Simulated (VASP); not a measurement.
Wanted: the native input for a VASP 6.6.1 run.

| Property | Result |
| --- | --- |
| Task | single point |
| Functional | PBE |
| Potentials or basis | VASP PAW PBE potentials, release 64 (Eu) |
| Cutoff | 520 eV |
| k mesh | 16 × 16 × 16 |
| Occupations | gaussian, width 0.05 eV |
| Spin | collinear spin, ferromagnetic start |
| Starting moments | [7.63] μB |
| Dipole correction | no |
| Further INCAR settings | ALGO = Normal; EDIFF = 1e-06; NBANDS = 18 |

The structure of Eu lies in POSCAR:

```
Eu
1.0
   -2.0339834985      2.0339834985      2.0339834985
    2.0339834985     -2.0339834985      2.0339834985
    2.0339834985      2.0339834985     -2.0339834985
Eu
1
Direct
    0.0000000000      0.0000000000      0.0000000000
```

One way to write it, as run:

INCAR

```
SYSTEM = Eu
  PREC = Accurate
  ENCUT = 520
  EDIFF = 1E-6
  ISMEAR = 0
  SIGMA = 0.05
  LREAL = .False.
  LASPH = .True.
  NELM = 150
  ALGO = Normal
  ISIF = 2
  LWAVE = .False.
  LCHARG = .False.
  ISPIN = 2
  MAGMOM = 7.63
  LORBIT = 11
  LMAXMIX = 6
  GGA = PE
  NBANDS = 18
```

KPOINTS

```
Automatic mesh
0
Gamma
  16 16 16
  0 0 0
```

Potentials or basis: VASP PAW PBE potentials, release 64 (Eu).

Command:

```sh
$ cat potpaw_PBE.64/Eu/POTCAR > POTCAR
$ mpirun -np 1 vasp_std > vasp.out
```

Results of the run:

| Item | Value |
| --- | --- |
| Pressure | 4.4 GPa |
| Net moment | 7.16 μB per cell |
| Site moments | Eu +6.63 μB |
| Valence electrons inside the program's atomic spheres | Eu 14.79 |

Caveat: the cell stands under pressure.

It took 100 s on 1 thread of Intel(R) Xeon(R) 6975P-C (Granite Rapids), on a shared host, peak memory 0.29 GiB.
